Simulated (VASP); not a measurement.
# Mo in VASP: notebook

The runs below take Mo through single point, with PBE.

All numbers are computed with VASP 6.6.1; they aren't measurements. Logs are shortened: lines on timing, memory, paths and dates and some standing lists are left out, and cuts for length are marked.

**1. The cell of the first run**

The cell holds a slab with vacuum, 6 atoms: a = 4.470 Å, b = 4.470 Å, c = 20.562 Å, α = 90.00°, β = 90.00°, γ = 120.00°.

**2. Single point, PBE**

The input, INCAR:

```
ALGO = Normal
DIPOL = 0.5 0.5 0.500
EDIFF = 1E-6
ENCUT = 520
GGA = PE
IDIPOL = 3
ISIF = 2
ISMEAR = -1
LASPH = T
LCHARG = F
LDIPOL = T
LREAL = F
LWAVE = F
NBANDS = 51
NELM = 100
PREC = Accurate
SIGMA = 0.1
```

The input, KPOINTS:

```
k-points
0
Gamma
  10 10 1
```

The input, POSCAR:

```
Mo
1.0
    4.4701026973      0.0000000000      0.0000000000
   -2.2350513487      3.8712224934      0.0000000000
    0.0000000000      0.0000000000     20.5623000000
Mo
6
Direct
    0.1666666665      0.3333333335      0.3890620343
    0.5000000005      0.9999999995      0.4334372205
    0.8333333335      0.6666666665      0.4778124067
    0.1666666665      0.3333333335      0.5221875929
    0.5000000005      0.9999999995      0.5665627795
    0.8333333335      0.6666666665      0.6109379657
```

Potentials or basis: VASP PAW PBE potentials, release 64 (Mo_sv).

On the command line:

```
cat potpaw_PBE.64/Mo_sv/POTCAR > POTCAR
mpirun -np 1 vasp_std > vasp.out
```

OUTCAR:

```text
EDIFF = 1E-6
   ENCUT = 520
   GGA = PE
   ISIF = 2
   ISMEAR = -1
   LASPH = T
   LREAL = F
   NELM = 100
   PREC = Accurate

 ion  position               nearest neighbor table
   1  0.167  0.333  0.389-   4 2.74   2 2.74   2 2.74   2 2.74   3 3.16   3 3.16   3 3.16
   2  0.500  1.000  0.433-   1 2.74   1 2.74   3 2.74   3 2.74   3 2.74   1 2.74   5 2.74   4 3.16
                             4 3.16   4 3.16
   3  0.833  0.667  0.478-   2 2.74   4 2.74   2 2.74   4 2.74   2 2.74   4 2.74   6 2.74   1 3.16
                             1 3.16   1 3.16   5 3.16   5 3.16   5 3.16
   4  0.167  0.333  0.522-   1 2.74   3 2.74   5 2.74   5 2.74   3 2.74   3 2.74   5 2.74   2 3.16
                             2 3.16   6 3.16   2 3.16   6 3.16   6 3.16
   5  0.500  1.000  0.567-   6 2.74   4 2.74   4 2.74   6 2.74   6 2.74   2 2.74   4 2.74   3 3.16
                             3 3.16   3 3.16
   6  0.833  0.667  0.611-   5 2.74   5 2.74   5 2.74   3 2.74   4 3.16   4 3.16   4 3.16

  LATTYP: Found a hexagonal cell.
 ALAT       =     4.4701026973
 C/A-ratio  =     4.5999614310

  Lattice vectors:

 A1 = (   4.4701026973,   0.0000000000,   0.0000000000)
 A2 = (  -2.2350513487,   3.8712224934,   0.0000000000)
 A3 = (   0.0000000000,   0.0000000000,  20.5623000000)

Analysis of symmetry for initial positions (statically):
=====================================================================
 Subroutine PRICEL returns:
 Original cell was already a primitive cell.

 Routine SETGRP: Setting up the symmetry group for a
 hexagonal supercell.

 Subroutine GETGRP returns: Found 12 space group operations
 (whereof  4 operations were pure point group operations)
 out of a pool of 24 trial point group operations.

The static configuration has the point symmetry C_2h.
 The point group associated with its full space group is D_3d.

Analysis of symmetry for dynamics (positions and initial velocities):
=====================================================================
 Subroutine PRICEL returns:
 Original cell was already a primitive cell.

 Routine SETGRP: Setting up the symmetry group for a
 hexagonal supercell.

 Subroutine GETGRP returns: Found 12 space group operations
 (whereof  4 operations were pure point group operations)
 out of a pool of 24 trial point group operations.

The dynamic configuration has the point symmetry C_2h.
 The point group associated with its full space group is D_3d.

 Subroutine INISYM returns: Found 12 space group operations
 (whereof  4 operations are pure point group operations),
 and found     1 'primitive' translations

----------------------------------------------------------------------------------------

                                     Primitive cell

  volume of cell :     355.8257

  direct lattice vectors                    reciprocal lattice vectors
     4.470102697  0.000000000  0.000000000     0.223708507  0.129158167  0.000000000
    -2.235051349  3.871222493  0.000000000     0.000000000  0.258316333  0.000000000
     0.000000000  0.000000000 20.562300000     0.000000000  0.000000000  0.048632692

  length of vectors
     4.470102697  4.470102697 20.562300000     0.258316333  0.258316333  0.048632692

  position of ions in fractional coordinates (direct lattice)
     0.166666666  0.333333334  0.389062034
     0.500000001  0.999999999  0.433437220
     0.833333334  0.666666666  0.477812407
     0.166666666  0.333333334  0.522187593
     0.500000001  0.999999999  0.566562780
     0.833333334  0.666666666  0.610937966

  ion indices of the primitive-cell ions
   primitive index   ion index
                 1           1
                 2           2
                 3           3
                 4           4
                 5           5
                 6           6

----------------------------------------------------------------------------------------

 KPOINTS: k-points

Automatic generation of k-mesh.
 Grid dimensions read from file:
 generate k-points for:   10   10    1

 Generating k-lattice:

  Cartesian coordinates                     Fractional coordinates (reciprocal lattice)
     0.022370851  0.012915817  0.000000000     0.100000000  0.000000000  0.000000000
     0.000000000  0.025831633  0.000000000     0.000000000  0.100000000  0.000000000
     0.000000000  0.000000000  0.048632692     0.000000000  0.000000000  1.000000000

  Length of vectors
     0.025831633  0.025831633  0.048632692

  Shift w.r.t. Gamma in fractional coordinates (k-lattice)
     0.000000000  0.000000000  0.000000000

 Subroutine IBZKPT returns following result:
 ===========================================

 Found     14 irreducible k-points:

 Following reciprocal coordinates:
            Coordinates               Weight
  0.000000  0.000000  0.000000      1.000000
  0.100000  0.000000  0.000000      6.000000
  0.200000  0.000000  0.000000      6.000000
  0.300000  0.000000  0.000000      6.000000
  0.400000  0.000000  0.000000      6.000000
  0.500000  0.000000  0.000000      3.000000
  0.100000  0.100000  0.000000      6.000000
  0.200000  0.100000  0.000000     12.000000
  0.300000  0.100000  0.000000     12.000000
  0.400000  0.100000  0.000000     12.000000
  0.200000  0.200000  0.000000      6.000000
  0.300000  0.200000  0.000000     12.000000
  0.400000  0.200000  0.000000      6.000000
  0.300000  0.300000  0.000000      6.000000
   k-points           NKPTS =     14   k-points in BZ     NKDIM =     14   number of bands    NBANDS=     51
   number of dos      NEDOS =    301   number of ions     NIONS =      6
   total plane-waves  NPLWV = 207360
   dimension x,y,z NGX =    36 NGY =   36 NGZ =  160
   dimension x,y,z NGXF=    72 NGYF=   72 NGZF=  320
   ions per type =               6
   NGX,Y,Z   is equivalent  to a cutoff of  13.39, 13.39, 12.94 a.u.
   NGXF,Y,Z  is equivalent  to a cutoff of  26.78, 26.78, 25.87 a.u.
 SYSTEM =  unknown system
   PREC   = accura    normal or accurate (medium, high low for compatibility)
   ISTART =      0    job   : 0-new  1-cont  2-samecut
   ICHARG =      2    charge: 1-file 2-atom 10-const
   ISPIN  =      1    spin polarized calculation?
   LNONCOLLINEAR =      F non collinear calculations
   LSORBIT =      F    spin-orbit coupling
   LASPH  =      T    aspherical Exc in radial PAW
   ENCUT  =  520.0 eV  38.22 Ry    6.18 a.u.   8.31  8.31 38.23*2*pi/ulx,y,z
   NELM   =    100;   NELMIN=  2; NELMDL= -5     # of ELM steps
   EDIFF  = 0.1E-05   stopping-criterion for ELM
   LREAL  =      F    real-space projection
[... 7 lines left out ...]
   TEBEG  =    0.0;   TEEND  =   0.0 temperature during run
   PSTRESS=    0.0 pullay stress
   NELECT =      84.0000    total number of electrons
   NUPDOWN=      -1.0000    fix difference up-down
   EMIN   =  10.00;   EMAX   =-10.00  energy-range for DOS
   EFERMI =   0.00;   METHOD = LEGACY
   ISMEAR =    -1;   SIGMA  =   0.10  broadening in eV -4-tet -1-fermi 0-gaus
   EFERMI_NEDOS =   21; number of points for ismear=-14 and -15
   IALGO  =     38    algorithm
   IMIX   =      4    mixing-type and parameters
     AMIX     =   0.40;   BMIX     =  1.00
     AMIX_MAG =   1.60;   BMIX_MAG =  1.00
  volume/ion in A,a.u.               =      59.30       400.21
  Fermi-wavevector in a.u.,A,eV,Ry     =   1.011786  1.911999 13.928442  1.023712
  Thomas-Fermi vector in A             =   2.144857
   LORBIT       =      0    0 simple, 1 ext, 2 COOP (PROOUT), +10 PAW based schemes
   GGA     = PE    functional components
   LHFCALC =     F    Hartree Fock is set to
   AEXX    =    0.0000 exact exchange contribution
   IVDW    =     0    specifies the selected vdW correction
   LEPSILON=     F    determine dielectric tensor
   LRPA    =     F    only Hartree local field effects (RPA)
 non-spin polarized calculation
  energy-cutoff  :      520.00
  volume of cell :      355.83
 maximum number of plane-waves:      9613
 NGX is ok and might be reduce to    36
   NGX = 17   NGY = 17   NGZ = 77

 number of electron      84.0000010 magnetization

 dipolmoment           0.000000      0.000000      0.000000 electrons x Angstroem

 Free energy of the ion-electron system (eV)
  ---------------------------------------------------
  ext. energy  EPLUGINS =         0.00000000
  ---------------------------------------------------
  free energy    TOTEN  =       -58.46988943 eV

  energy without entropy =      -58.20104809  energy(sigma->0) =      -58.33546876

 E-fermi :   0.5792     XC(G=0):  -4.7581

 val. band max:        0.5701097505   @ k =   0.4000   0.1000   0.0000
 cond. band min:       0.6518673410   @ k =   0.3000   0.0000   0.0000
 fundamental gap:      0.0817575905
 Fermi energy:         0.5792475256

 k-point     1 :       0.0000    0.0000    0.0000
  band No.  band energies     occupation
      1     -60.5647      2.00000
      2     -60.3922      2.00000
      3     -60.3029      2.00000
      4     -60.2769      2.00000
      5     -60.1257      2.00000
      6     -60.1080      2.00000
[... 43 lines left out ...]
     50       2.3102      0.00000
     51       2.3102      0.00000

 k-point     2 :       0.1000    0.0000    0.0000
  band No.  band energies     occupation
      1     -60.5583      2.00000
      2     -60.3916      2.00000
      3     -60.3036      2.00000
      4     -60.2777      2.00000
      5     -60.1280      2.00000
      6     -60.1115      2.00000
[... 43 lines left out ...]
     50       2.2545      0.00000
     51       2.3560      0.00000

 k-point     3 :       0.2000    0.0000    0.0000
  band No.  band energies     occupation
      1     -60.5402      2.00000
      2     -60.3915      2.00000
      3     -60.3057      2.00000
      4     -60.2789      2.00000
      5     -60.1344      2.00000
      6     -60.1208      2.00000
[... 43 lines left out ...]
     50       2.1428      0.00000
     51       2.4182      0.00000
[... 487 lines left out ...]
 k-point    13 :       0.4000    0.2000    0.0000
  band No.  band energies     occupation
      1     -60.4543      2.00000
      2     -60.4236      2.00000
      3     -60.3189      2.00000
      4     -60.2695      2.00000
      5     -60.1550      2.00000
      6     -60.1526      2.00000
[... 43 lines left out ...]
     50       1.9828      0.00000
     51       2.1925      0.00000

 k-point    14 :       0.3000    0.3000    0.0000
  band No.  band energies     occupation
      1     -60.4483      2.00000
      2     -60.4261      2.00000
      3     -60.3212      2.00000
      4     -60.2683      2.00000
      5     -60.1551      2.00000
      6     -60.1550      2.00000
[... 43 lines left out ...]
     50       1.7874      0.00001
     51       2.1453      0.00000

------------------------ aborting loop because EDIFF is reached ----------------------------------------

 vacuum level on the upper side and lower side of the slab       (xc-potential included)        -0.157        -0.157

  FORCE on cell =-STRESS in cart. coord.  units (eV):
  Direction    XX          YY          ZZ          XY          YZ          ZX
  --------------------------------------------------------------------------------------
  -------------------------------------------------------------------------------------
  Total      -12.0474372    -12.0474372    -10.1976307      0.0000000      0.0000000      0.0000000
  in kB      -54.2460261    -54.2460261    -45.9168977      0.0000000      0.0000000      0.0000000
  external PRESSURE =     -51.4696500 kB  Pullay stress =       0.0000000 kB

 VOLUME and BASIS-vectors are now :
 -----------------------------------------------------------------------------
  energy-cutoff  :      520.00
  volume of cell :      355.83
      direct lattice vectors                 reciprocal lattice vectors
     4.470102697  0.000000000  0.000000000     0.223708507  0.129158167  0.000000000
    -2.235051349  3.871222493  0.000000000     0.000000000  0.258316333  0.000000000
     0.000000000  0.000000000 20.562300000     0.000000000  0.000000000  0.048632692

 POSITION                                       TOTAL-FORCE (eV/Angst)
 -----------------------------------------------------------------------------------
     -0.00000      1.29041      8.00001         0.000000     -0.000000      1.963936
      0.00000      3.87122      8.91247        -0.000000      0.000000      0.419917
      2.23505      2.58081      9.82492        -0.000000      0.000000      0.058043
     -0.00000      1.29041     10.73738         0.000000     -0.000000     -0.058043
      0.00000      3.87122     11.64983         0.000000     -0.000000     -0.419917
      2.23505      2.58081     12.56229        -0.000000      0.000000     -1.963936
 -----------------------------------------------------------------------------------
    total drift:                               -0.000015      0.000009      0.000029

  FREE ENERGIE OF THE ION-ELECTRON SYSTEM (eV)
  ---------------------------------------------------
  free  energy   TOTEN  =       -58.4698894284 eV

  energy  without entropy=      -58.2010480928  energy(sigma->0) =      -58.33546876

 vacuum level on the upper side and lower side of the slab         4.226         4.226
```

Wall time 5.1 min (1 thread of AMD EPYC 9R45 (Zen 5), shared host); peak memory 0.51 GiB.

Results:

- Free energy: -58.4699 eV
- Largest force: 1.964 eV/Å
- Band gap on the k mesh: zero (bands 42 and 43 overlap by 0.05 eV)

Forces on the atoms (eV/Å):
```
Mo   0.000  0.000  1.964
Mo   0.000  0.000  0.420
Mo   0.000  0.000  0.058
Mo   0.000  0.000 -0.058
Mo   0.000  0.000 -0.420
Mo   0.000  0.000 -1.964
```

**3. Single point, PBE**

The input, INCAR:

```
PREC = Accurate ; ENCUT = 520
EDIFF = 1E-7 ; ISMEAR = -1
SIGMA = 0.1 ; LREAL = F
LASPH = T ; NELM = 100
ALGO = Normal ; ISIF = 2
LWAVE = F ; LCHARG = F
LDIPOL = T ; IDIPOL = 3
DIPOL = 0.5 0.5 0.500 ; GGA = PE
NBANDS = 51
```

The input, KPOINTS:

```
Automatic mesh
0
Gamma
  10 10 1
```

The input, POSCAR:

```
Mo
1.0
    4.4701026973      0.0000000000      0.0000000000
   -2.2350513487      3.8712224934      0.0000000000
    0.0000000000      0.0000000000     20.5623000000
Mo
6
Direct
    0.1666666667      0.3333333333      0.4032903998
    0.5000000000      1.0000000000      0.4389887346
    0.8333333333      0.6666666667      0.4732386205
    0.1666666667      0.3333333333      0.5267613897
    0.5000000000      1.0000000000      0.5610112396
    0.8333333333      0.6666666667      0.5967096153
```

Potentials or basis: VASP PAW PBE potentials, release 64 (Mo_sv).

On the command line:

```
cat potpaw_PBE.64/Mo_sv/POTCAR > POTCAR
mpirun -np 1 vasp_std > vasp.out
```

OUTCAR:

```text
PREC = Accurate
   ENCUT = 520
   EDIFF = 1E-7
   ISMEAR = -1
   LREAL = F
   LASPH = T
   NELM = 100
   ISIF = 2
   GGA = PE

 ion  position               nearest neighbor table
   1  0.167  0.333  0.403-   4 2.54   2 2.68   2 2.68   2 2.68   3 2.95   3 2.95   3 2.95
   2  0.500  0.000  0.439-   5 2.51   3 2.68   3 2.68   3 2.68   1 2.68   1 2.68   1 2.68   4 3.15
                             4 3.15   4 3.15
   3  0.833  0.667  0.473-   6 2.54   2 2.68   2 2.68   2 2.68   4 2.81   4 2.81   4 2.81   1 2.95
                             1 2.95   1 2.95   5 3.15   5 3.15   5 3.15
   4  0.167  0.333  0.527-   1 2.54   5 2.68   5 2.68   5 2.68   3 2.81   3 2.81   3 2.81   6 2.95
                             6 2.95   6 2.95   2 3.15   2 3.15   2 3.15
   5  0.500  0.000  0.561-   2 2.51   4 2.68   4 2.68   4 2.68   6 2.68   6 2.68   6 2.68   3 3.15
                             3 3.15   3 3.15
   6  0.833  0.667  0.597-   3 2.54   5 2.68   5 2.68   5 2.68   4 2.95   4 2.95   4 2.95

  LATTYP: Found a hexagonal cell.
 ALAT       =     4.4701026973
 C/A-ratio  =     4.5999614310

  Lattice vectors:

 A1 = (   4.4701026973,   0.0000000000,   0.0000000000)
 A2 = (  -2.2350513487,   3.8712224934,   0.0000000000)
[... 189 lines left out ...]
      2     -60.5264      2.00000
      3     -60.4161      2.00000
      4     -60.3910      2.00000
      5     -60.2790      2.00000
      6     -60.1832      2.00000
[... 745 lines left out ...]
     50       1.9717      0.00000
     51       1.9891      0.00000

------------------------ aborting loop because EDIFF is reached ----------------------------------------

 vacuum level on the upper side and lower side of the slab       (xc-potential included)        -0.069        -0.070

  FORCE on cell =-STRESS in cart. coord.  units (eV):
  Direction    XX          YY          ZZ          XY          YZ          ZX
  --------------------------------------------------------------------------------------
  -------------------------------------------------------------------------------------
  Total       -1.5747839     -1.5747839      0.2228413      0.0000000      0.0000000      0.0000000
  in kB       -7.0907833     -7.0907833      1.0033882      0.0000000      0.0000000      0.0000000
  external PRESSURE =      -4.3927261 kB  Pullay stress =       0.0000000 kB

 VOLUME and BASIS-vectors are now :
 -----------------------------------------------------------------------------
  energy-cutoff  :      520.00
  volume of cell :      355.83
      direct lattice vectors                 reciprocal lattice vectors
     4.470102697  0.000000000  0.000000000     0.223708507  0.129158167  0.000000000
    -2.235051349  3.871222493  0.000000000     0.000000000  0.258316333  0.000000000
     0.000000000  0.000000000 20.562300000     0.000000000  0.000000000  0.048632692

 POSITION                                       TOTAL-FORCE (eV/Angst)
 -----------------------------------------------------------------------------------
      0.00000      1.29041      8.29258         0.000000      0.000000     -0.037072
      2.23505      0.00000      9.02662        -0.000000      0.000000     -0.034099
      2.23505      2.58081      9.73087        -0.000000      0.000000     -0.018140
      0.00000      1.29041     10.83143        -0.000000     -0.000000      0.018140
      2.23505      0.00000     11.53568         0.000000     -0.000000      0.034099
      2.23505      2.58081     12.26972         0.000000     -0.000000      0.037072
 -----------------------------------------------------------------------------------
    total drift:                               -0.000001      0.000000      0.002306

  FREE ENERGIE OF THE ION-ELECTRON SYSTEM (eV)
  ---------------------------------------------------
  free  energy   TOTEN  =       -59.1124238350 eV

  energy  without entropy=      -58.8609031510  energy(sigma->0) =      -58.98666349

 vacuum level on the upper side and lower side of the slab         4.370         4.370
```

stdout:

```text
POSCAR found type information on POSCAR Mo
 POSCAR found :  1 types and       6 ions
 scaLAPACK will be used
 LDA part: xc-table for (Slater+PW92), standard interpolation
 POSCAR, INCAR and KPOINTS ok, starting setup
 FFT: planning ... GRIDC
 FFT: planning ... GRID_SOFT
 FFT: planning ... GRID
 WAVECAR not read
 entering main loop
```

Run time: 4.6 min. Hardware: 1 thread of AMD EPYC 9R45 (Zen 5), shared host; peak memory 0.5 GiB.

What came out:

```yaml
Free_energy: -59.1124 eV
Largest_force: 0.037 eV/Å
Band_gap_on_the_k_mesh: zero (bands 42 and 43 overlap by 0.16 eV)
```

Forces on the atoms (eV/Å):
```
Mo   0.000  0.000 -0.037
Mo   0.000  0.000 -0.034
Mo   0.000  0.000 -0.018
Mo   0.000  0.000  0.018
Mo   0.000  0.000  0.034
Mo   0.000  0.000  0.037
```
